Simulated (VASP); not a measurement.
# HfC (P1) in VASP: a series of runs

The runs below take HfC through single point, with PBEsol.

Everything below comes from runs of VASP 6.6.1. Logs are shortened: lines on timing, memory, paths and dates and some standing lists are left out, and cuts for length are marked.

## 1. The cell of the first run

The typed cell holds 4 atoms: a = 3.358 Å, b = 3.373 Å, c = 5.252 Å, α = 89.61°, β = 91.79°, γ = 119.74°.

## 2. Single point, PBEsol

INCAR

```
  PREC = Accurate
  ENCUT = 520
  EDIFF = 1E-6
  ISMEAR = -1
  SIGMA = 0.05
  LREAL = False
  LASPH = True
  NELM = 80
  ALGO = Normal
  ISIF = 2
  LWAVE = False
  LCHARG = True
  GGA = PS
  LELF = True
  LVHAR = True
  NBANDS = 22
```

KPOINTS

```
Automatic mesh
0
Gamma
  5 5 3
```

POSCAR

```
HfC
1.0
    3.3578000000      0.0033400000     -0.0525200000
   -1.6760100000      2.9268900000      0.0114900000
   -0.0817400000     -0.0265400000      5.2508800000
Hf C
2 2
Direct
    0.7299620584      0.3806624628      0.7710720724
    0.2997600000      0.6840500000      0.2451000000
    0.9767700000      0.9808300000      0.9618200000
    0.9706000000      0.9766700000      0.4899200000
```

Potentials or basis: VASP PAW PBE potentials, release 64 (Hf_pv, C).

The run is started by

```console
$ cat potpaw_PBE.64/Hf_pv/POTCAR potpaw_PBE.64/C/POTCAR > POTCAR
$ mpirun -np 1 vasp_std > vasp.out
```

OUTCAR:

```text
PREC = Accurate
   ENCUT = 520
   EDIFF = 1E-6
   ISMEAR = -1
   LREAL = False
   LASPH = True
   NELM = 80
   ISIF = 2
   GGA = PS

 ion  position               nearest neighbor table
   1  0.730  0.381  0.771-   3 2.02   3 2.13   4 2.30   4 2.43   3 2.44   4 2.62   2 2.95   2 3.25
                             2 3.27   2 3.33   2 3.42   2 3.46
   2  0.300  0.684  0.245-   4 2.24   4 2.31   3 2.31   4 2.45   3 2.51   3 2.53   1 2.95   1 3.25
                             1 3.27   1 3.33   1 3.42   1 3.46
   3  0.977  0.981  0.962-   1 2.02   1 2.13   2 2.31   1 2.44   2 2.51   2 2.53
   4  0.971  0.977  0.490-   2 2.24   1 2.30   2 2.31   1 2.43   2 2.45   1 2.62

  LATTYP: Found a triclinic cell.
 ALAT       =     3.3582123736
 B/A-ratio  =     1.0043459313
 C/A-ratio  =     1.5638031965
 COS(alpha) =     0.0067550878
 COS(beta)  =     0.0312051236
 COS(gamma) =     0.4960476258

  Lattice vectors:

 A1 = (   3.3578000000,   0.0033400000,  -0.0525200000)
 A2 = (   1.6760100000,  -2.9268900000,  -0.0114900000)
 A3 = (   0.0817400000,   0.0265400000,  -5.2508800000)

Analysis of symmetry for initial positions (statically):
=====================================================================
 Subroutine PRICEL returns:
 Original cell was already a primitive cell.

 Routine SETGRP: Setting up the symmetry group for a
 triclinic supercell.

 Subroutine GETGRP returns: Found  1 space group operations
 (whereof  1 operations were pure point group operations)
 out of a pool of  2 trial point group operations.

The static configuration has the point symmetry C_1 .

Analysis of symmetry for dynamics (positions and initial velocities):
=====================================================================
 Subroutine PRICEL returns:
 Original cell was already a primitive cell.

 Routine SETGRP: Setting up the symmetry group for a
 triclinic supercell.

 Subroutine GETGRP returns: Found  1 space group operations
 (whereof  1 operations were pure point group operations)
 out of a pool of  2 trial point group operations.

The dynamic configuration has the point symmetry C_1 .

 Subroutine INISYM returns: Found  1 space group operations
 (whereof  1 operations are pure point group operations),
 and found     1 'primitive' translations

----------------------------------------------------------------------------------------

                                     Primitive cell

  volume of cell :      51.6207

  direct lattice vectors                    reciprocal lattice vectors
     3.357800000  0.003340000 -0.052520000     0.297730452  0.170466284  0.005496348
    -1.676010000  2.926890000  0.011490000    -0.000312744  0.341473736  0.001721073
    -0.081740000 -0.026540000  5.250880000     0.002978624  0.000957812  0.190495478

  length of vectors
     3.358212374  3.372806934  5.251583244     0.343121532  0.341478216  0.190521171

  position of ions in fractional coordinates (direct lattice)
     0.729962058  0.380662463  0.771072072
     0.299760000  0.684050000  0.245100000
     0.976770000  0.980830000  0.961820000
     0.970600000  0.976670000  0.489920000

  ion indices of the primitive-cell ions
   primitive index   ion index
                 1           1
                 2           2
                 3           3
                 4           4

----------------------------------------------------------------------------------------

 KPOINTS: Automatic mesh

Automatic generation of k-mesh.
 Grid dimensions read from file:
 generate k-points for:    5    5    3

 Generating k-lattice:

  Cartesian coordinates                     Fractional coordinates (reciprocal lattice)
     0.059546090  0.034093257  0.001099270     0.200000000 -0.000000000  0.000000000
    -0.000062549  0.068294747  0.000344215     0.000000000  0.200000000 -0.000000000
     0.000992875  0.000319271  0.063498493     0.000000000 -0.000000000  0.333333333

  Length of vectors
     0.068624306  0.068295643  0.063507057

  Shift w.r.t. Gamma in fractional coordinates (k-lattice)
     0.000000000  0.000000000  0.000000000

 Subroutine IBZKPT returns following result:
 ===========================================

 Found     38 irreducible k-points:

 Following reciprocal coordinates:
            Coordinates               Weight
  0.000000  0.000000  0.000000      1.000000
  0.200000 -0.000000  0.000000      2.000000
  0.400000 -0.000000 -0.000000      2.000000
  0.000000  0.200000 -0.000000      2.000000
  0.200000  0.200000 -0.000000      2.000000
  0.400000  0.200000 -0.000000      2.000000
[... 16 lines left out ...]
 -0.200000  0.200000  0.333333      2.000000
 -0.000000  0.400000  0.333333      2.000000
 [... further k-points ...]
   k-points           NKPTS =     38   k-points in BZ     NKDIM =     38   number of bands    NBANDS=     22
   number of dos      NEDOS =    301   number of ions     NIONS =      4
   total plane-waves  NPLWV =  31360
   dimension x,y,z NGX =    28 NGY =   28 NGZ =   40
   dimension x,y,z NGXF=    56 NGYF=   56 NGZF=   80
   ions per type =               2   2
   NGX,Y,Z   is equivalent  to a cutoff of  13.86, 13.80, 12.66 a.u.
   NGXF,Y,Z  is equivalent  to a cutoff of  27.72, 27.60, 25.33 a.u.
 SYSTEM =  unknown system
   PREC   = accura    normal or accurate (medium, high low for compatibility)
   ISTART =      0    job   : 0-new  1-cont  2-samecut
   ICHARG =      2    charge: 1-file 2-atom 10-const
   ISPIN  =      1    spin polarized calculation?
   LNONCOLLINEAR =      F non collinear calculations
   LSORBIT =      F    spin-orbit coupling
   LASPH  =      T    aspherical Exc in radial PAW
   ENCUT  =  520.0 eV  38.22 Ry    6.18 a.u.   6.24  6.27  9.76*2*pi/ulx,y,z
   NELM   =     80;   NELMIN=  2; NELMDL= -5     # of ELM steps
   EDIFF  = 0.1E-05   stopping-criterion for ELM
   LREAL  =      F    real-space projection
   EDIFFG = 0.1E-04   stopping-criterion for IOM
   NSW    =      0    number of steps for IOM
   IBRION =     -1    ionic relax: 0-MD 1-quasi-New 2-CG
   NFREE  =      0    steps in history (QN), initial steepest desc. (CG)
   ISIF   =      2    stress and relaxation
   ISYM   =      2    0-nonsym 1-usesym 2-fastsym
   POTIM  = 0.5000    time-step for ionic-motion
   TEBEG  =    0.0;   TEEND  =   0.0 temperature during run
   PSTRESS=    0.0 pullay stress
   NELECT =      28.0000    total number of electrons
   NUPDOWN=      -1.0000    fix difference up-down
   EMIN   =  10.00;   EMAX   =-10.00  energy-range for DOS
   EFERMI =   0.00;   METHOD = LEGACY
   ISMEAR =    -1;   SIGMA  =   0.05  broadening in eV -4-tet -1-fermi 0-gaus
   EFERMI_NEDOS =   21; number of points for ismear=-14 and -15
   IALGO  =     38    algorithm
   IMIX   =      4    mixing-type and parameters
     AMIX     =   0.40;   BMIX     =  1.00
     AMIX_MAG =   1.60;   BMIX_MAG =  1.00
  volume/ion in A,a.u.               =      12.91        87.09
  Fermi-wavevector in a.u.,A,eV,Ry     =   1.335118  2.523007 24.252920  1.782539
  Thomas-Fermi vector in A             =   2.463847
   LORBIT       =      0    0 simple, 1 ext, 2 COOP (PROOUT), +10 PAW based schemes
   GGA     = PS    functional components
   LHFCALC =     F    Hartree Fock is set to
   AEXX    =    0.0000 exact exchange contribution
   IVDW    =     0    specifies the selected vdW correction
   LEPSILON=     F    determine dielectric tensor
   LRPA    =     F    only Hartree local field effects (RPA)
 non-spin polarized calculation
  energy-cutoff  :      520.00
  volume of cell :       51.62
 maximum number of plane-waves:      1405
 NGX is ok and might be reduce to    28
   NGX = 13   NGY = 13   NGZ = 19

 number of electron      28.0000001 magnetization

 Free energy of the ion-electron system (eV)
  ---------------------------------------------------
  ext. energy  EPLUGINS =         0.00000000
  ---------------------------------------------------
  free energy    TOTEN  =       -42.38564746 eV

  energy without entropy =      -42.37969645  energy(sigma->0) =      -42.38267196

 E-fermi :   5.8240     XC(G=0): -12.2584

 val. band max:        5.7810258663   @ k =   0.4000   0.4000   0.0000
 cond. band min:       5.8960965142   @ k =  -0.2000   0.4000   0.3333
 fundamental gap:      0.1150706479
 Fermi energy:         5.8240358735

 k-point     1 :       0.0000    0.0000    0.0000
  band No.  band energies     occupation
      1     -24.6115      2.00000
      2     -24.1467      2.00000
      3     -24.0602      2.00000
      4     -23.8623      2.00000
      5     -23.8232      2.00000
      6     -23.7757      2.00000
[... 14 lines left out ...]
     21      10.2673      0.00000
     22      13.2949      0.00000

 k-point     2 :       0.2000   -0.0000    0.0000
  band No.  band energies     occupation
      1     -24.5332      2.00000
      2     -24.2821      2.00000
      3     -24.1112      2.00000
      4     -23.9897      2.00000
      5     -23.8615      2.00000
      6     -23.8170      2.00000
[... 14 lines left out ...]
     21      11.9132      0.00000
     22      12.1403      0.00000

 k-point     3 :       0.4000   -0.0000   -0.0000
  band No.  band energies     occupation
      1     -24.5240      2.00000
      2     -24.3770      2.00000
      3     -24.1884      2.00000
      4     -24.1645      2.00000
      5     -23.9411      2.00000
      6     -23.8891      2.00000
[... 14 lines left out ...]
     21      12.1813      0.00000
     22      12.5501      0.00000
[... 476 lines left out ...]
 k-point    23 :      -0.2000    0.2000    0.3333
  band No.  band energies     occupation
      1     -24.4653      2.00000
      2     -24.2457      2.00000
      3     -24.1573      2.00000
      4     -23.9898      2.00000
      5     -23.9053      2.00000
      6     -23.8611      2.00000
[... 14 lines left out ...]
     21      11.7261      0.00000
     22      12.9182      0.00000

 k-point    24 :      -0.0000    0.4000    0.3333
  band No.  band energies     occupation
      1     -24.5366      2.00000
      2     -24.4513      2.00000
      3     -24.1937      2.00000
      4     -24.1371      2.00000
      5     -23.9108      2.00000
      6     -23.8772      2.00000
[... 14 lines left out ...]
     21      12.4258      0.00000
     22      13.1011      0.00000

 [... further k-points ...]
[... 5 lines left out ...]
  --------------------------------------------------------------------------------------
  -------------------------------------------------------------------------------------
  Total       -2.1818617     -1.0641316      0.1910437     -0.6092314      1.8848693      2.6251646
  in kB      -67.7195318    -33.0279837      5.9295190    -18.9090189     58.5016294     81.4785451
  external PRESSURE =     -31.6059988 kB  Pullay stress =       0.0000000 kB

 VOLUME and BASIS-vectors are now :
 -----------------------------------------------------------------------------
  energy-cutoff  :      520.00
  volume of cell :       51.62
      direct lattice vectors                 reciprocal lattice vectors
     3.357800000  0.003340000 -0.052520000     0.297730452  0.170466284  0.005496348
    -1.676010000  2.926890000  0.011490000    -0.000312744  0.341473736  0.001721073
    -0.081740000 -0.026540000  5.250880000     0.002978624  0.000957812  0.190495478

 POSITION                                       TOTAL-FORCE (eV/Angst)
 -----------------------------------------------------------------------------------
      1.75005      1.09613      4.01484        -2.574188     -3.576300     -4.024349
     -0.15997      1.99664      1.27911         1.261681     -1.221820      1.652427
      1.55730      2.84852      5.01037         0.920634      2.928485      2.879084
      1.58213      2.84884      2.53276         0.391874      1.869636     -0.507162
 -----------------------------------------------------------------------------------
    total drift:                                0.000161      0.000088      0.000095

  FREE ENERGIE OF THE ION-ELECTRON SYSTEM (eV)
  ---------------------------------------------------
  free  energy   TOTEN  =       -42.3856474619 eV

  energy  without entropy=      -42.3796964491  energy(sigma->0) =      -42.38267196
```

It took 77 s on 1 thread of Intel Xeon 8259CL, shared host; peak memory 0.2 GiB.

What came out:

| Item | Value |
| --- | --- |
| Free energy | -42.3856 eV |
| Pressure | -3.2 GPa |
| Largest force | 5.968 eV/Å |
| Band gap on the k mesh | zero (band 14 reaches 6.19 eV, above the bottom of band 15 at 5.76 eV) |

Forces in eV/Å, atoms in the order of the input:
```
Hf  -2.574 -3.576 -4.024
Hf   1.262 -1.222  1.652
C    0.921  2.928  2.879
C    0.392  1.870 -0.507
```

Caveat: the k points lie up to 0.43 Å⁻¹ apart; the PAW data sets were made with another functional, which shifts forces and pressure a little; spin-orbit coupling is left out, which moves the levels of the heavy elements.

## 3. Single point, PBEsol

This run uses another cell than the first one, of 12.84 Å³/atom, 0.995 times its volume.

INCAR

```
SYSTEM = HfC
PREC = Accurate
ENCUT = 520
EDIFF = 1E-6
ISMEAR = -1
SIGMA = 0.05
LREAL = .FALSE.
LASPH = .TRUE.
NELM = 100
ALGO = Normal
ISIF = 2
LWAVE = .FALSE.
LCHARG = .TRUE.
GGA = PS
LELF = .TRUE.
LVHAR = .TRUE.
NBANDS = 22
```

KPOINTS

```
regular mesh
0
G
  5 5 3
  0 0 0
```

POSCAR

```
HfC
1.0
    3.3521943134      0.0033344240     -0.0524323204
   -1.6732119814      2.9220036971      0.0114708180
   -0.0816035390     -0.0264956927      5.2421139069
Hf C
2 2
Direct
    0.7300500000      0.3806900000      0.7741200000
    0.2997600000      0.6840500000      0.2451000000
    0.9767700000      0.9808300000      0.9618200000
    0.9706000000      0.9766700000      0.4899200000
```

Potentials or basis: VASP PAW PBE potentials, release 64 (Hf_pv, C).

The run is started by

```console
$ cat potpaw_PBE.64/Hf_pv/POTCAR potpaw_PBE.64/C/POTCAR > POTCAR
$ mpirun -np 1 vasp_std > vasp.out
```

OUTCAR:

```text
SYSTEM = HfC
   PREC = Accurate
   ENCUT = 520
   EDIFF = 1E-6
   ISMEAR = -1
   LREAL = .FALSE.
   LASPH = .TRUE.
   NELM = 100
   ISIF = 2
   GGA = PS

 ion  position               nearest neighbor table
   1  0.730  0.381  0.774-   3 2.01   3 2.12   4 2.31   4 2.43   3 2.43   4 2.63   2 2.93   2 3.24
                             2 3.28   2 3.31   2 3.43   2 3.46
   2  0.300  0.684  0.245-   4 2.24   4 2.31   3 2.31   4 2.44   3 2.51   3 2.53   1 2.93   1 3.24
                             1 3.28   1 3.31   1 3.43   1 3.46
   3  0.977  0.981  0.962-   1 2.01   1 2.12   2 2.31   1 2.43   2 2.51   2 2.53
   4  0.971  0.977  0.490-   2 2.24   2 2.31   1 2.31   1 2.43   2 2.44   1 2.63

  LATTYP: Found a triclinic cell.
 ALAT       =     3.3526059985
 B/A-ratio  =     1.0043459313
 C/A-ratio  =     1.5638031966
 COS(alpha) =     0.0067550878
 COS(beta)  =     0.0312051236
 COS(gamma) =     0.4960476258

  Lattice vectors:

 A1 = (   3.3521943134,   0.0033344240,  -0.0524323204)
 A2 = (   1.6732119814,  -2.9220036971,  -0.0114708180)
 A3 = (   0.0816035390,   0.0264956927,  -5.2421139069)

Analysis of symmetry for initial positions (statically):
=====================================================================
 Subroutine PRICEL returns:
[... 171 lines left out ...]
  free energy    TOTEN  =       -42.32188585 eV

  energy without entropy =      -42.31618484  energy(sigma->0) =      -42.31903534

 E-fermi :   5.8469     XC(G=0): -12.2812

 val. band max:        5.7968185392   @ k =   0.4000   0.4000  -0.0000
 cond. band min:       5.9303163172   @ k =  -0.2000   0.4000   0.3333
 fundamental gap:      0.1334977781
 Fermi energy:         5.8468735621

 k-point     1 :       0.0000    0.0000    0.0000
  band No.  band energies     occupation
      1     -24.5697      2.00000
      2     -24.0885      2.00000
      3     -24.0013      2.00000
      4     -23.8081      2.00000
      5     -23.7662      2.00000
      6     -23.7123      2.00000
[... 589 lines left out ...]
     21      12.4985      0.00000
     22      13.1868      0.00000

 [... further k-points ...]
[... 5 lines left out ...]
  --------------------------------------------------------------------------------------
  -------------------------------------------------------------------------------------
  Total       -1.7128482     -0.4110668      0.6166111     -0.7371913      2.0153076      2.7870433
  in kB      -53.4296726    -12.8225973     19.2342393    -22.9955527     62.8644312     86.9375418
  external PRESSURE =     -15.6726769 kB  Pullay stress =       0.0000000 kB

 VOLUME and BASIS-vectors are now :
 -----------------------------------------------------------------------------
  energy-cutoff  :      520.00
  volume of cell :       51.36
      direct lattice vectors                 reciprocal lattice vectors
     3.352194313  0.003334424 -0.052432320     0.298228330  0.170751345  0.005505539
    -1.673211981  2.922003697  0.011470818    -0.000313267  0.342044763  0.001723951
    -0.081603539 -0.026495693  5.242113907     0.002983605  0.000959414  0.190814032

 POSITION                                       TOTAL-FORCE (eV/Angst)
 -----------------------------------------------------------------------------------
      1.74712      1.09430      4.02411        -2.669442     -3.679778     -4.422499
     -0.15971      1.99330      1.27697         1.311508     -1.220742      1.855243
      1.55470      2.84376      5.00201         0.975210      3.042425      3.029681
      1.57948      2.84409      2.52853         0.382724      1.858095     -0.462425
 -----------------------------------------------------------------------------------
    total drift:                                0.000093      0.000146      0.000137

  FREE ENERGIE OF THE ION-ELECTRON SYSTEM (eV)
  ---------------------------------------------------
  free  energy   TOTEN  =       -42.3218858487 eV

  energy  without entropy=      -42.3161848392  energy(sigma->0) =      -42.31903534
```

OSZICAR:

```text
N       E                     dE             d eps       ncg     rms          rms(c)
DAV:   1     0.875249280786E+02    0.87525E+02   -0.14949E+04  1680   0.122E+03
DAV:   2    -0.426612071427E+02   -0.13019E+03   -0.12371E+03  2156   0.289E+02
DAV:   3    -0.480485675621E+02   -0.53874E+01   -0.53424E+01  2172   0.427E+01
DAV:   4    -0.481041448654E+02   -0.55577E-01   -0.55536E-01  2030   0.484E+00
DAV:   5    -0.481048855994E+02   -0.74073E-03   -0.74065E-03  2260   0.488E-01    0.797E+01
DAV:   6    -0.427415187668E+02    0.53634E+01   -0.47154E+01  1968   0.240E+01    0.568E+01
DAV:   7    -0.424950395670E+02    0.24648E+00   -0.53469E+00  1950   0.101E+01    0.267E+01
DAV:   8    -0.423418922047E+02    0.15315E+00   -0.10480E+00  2226   0.577E+00    0.422E+00
DAV:   9    -0.423234454738E+02    0.18447E-01   -0.14133E-01  2088   0.204E+00    0.206E+00
DAV:  10    -0.423227498083E+02    0.69567E-03   -0.22950E-02  2108   0.880E-01    0.279E-01
DAV:  11    -0.423219126904E+02    0.83712E-03   -0.35033E-03  2104   0.319E-01    0.140E-01
DAV:  12    -0.423218976935E+02    0.14997E-04   -0.57359E-04  2114   0.136E-01    0.153E-01
DAV:  13    -0.423218855182E+02    0.12175E-04   -0.54201E-05  2038   0.474E-02    0.432E-02
DAV:  14    -0.423218858487E+02   -0.33050E-06   -0.43264E-06  2104   0.129E-02
   1 F= -.42321886E+02 E0= -.42319035E+02  d E =-.570101E-02
```

stdout:

```text
POSCAR found type information on POSCAR HfC
 POSCAR found :  2 types and       4 ions
 scaLAPACK will be used
 -----------------------------------------------------------------------------
|                                                                             |
|                                                                             |
|     You enforced a specific xc type in the INCAR file but a different       |
|     I HOPE YOU KNOW WHAT YOU ARE DOING!                                     |
|                                                                             |
 -----------------------------------------------------------------------------

 LDA part: xc-table for (Slater+PW92), standard interpolation
 POSCAR, INCAR and KPOINTS ok, starting setup
 FFT: planning ... GRIDC
 FFT: planning ... GRID_SOFT
 FFT: planning ... GRID
 WAVECAR not read
 entering main loop
```

It took 76 s on 1 thread of Intel Xeon 8259CL, shared host; peak memory 0.2 GiB.

Results:

```
Free energy            : -42.3219 eV
Pressure               : -1.6 GPa
Largest force          : 6.342 eV/Å
Band gap on the k mesh : zero (band 14 reaches 6.21 eV, above the bottom of band 15 at 5.79 eV)
```

Forces on the atoms (eV/Å):
```
Hf  -2.669 -3.680 -4.422
Hf   1.312 -1.221  1.855
C    0.975  3.042  3.030
C    0.383  1.858 -0.462
```

Stress tensor (GPa, compression positive):
```
-5.34 -2.30  8.69
-2.30 -1.28  6.29
 8.69  6.29  1.92
```

Caveat: the k points lie up to 0.43 Å⁻¹ apart; the PAW data sets were made with another functional, which shifts forces and pressure a little; spin-orbit coupling is left out, which moves the levels of the heavy elements.

[end of part 1 of 2]
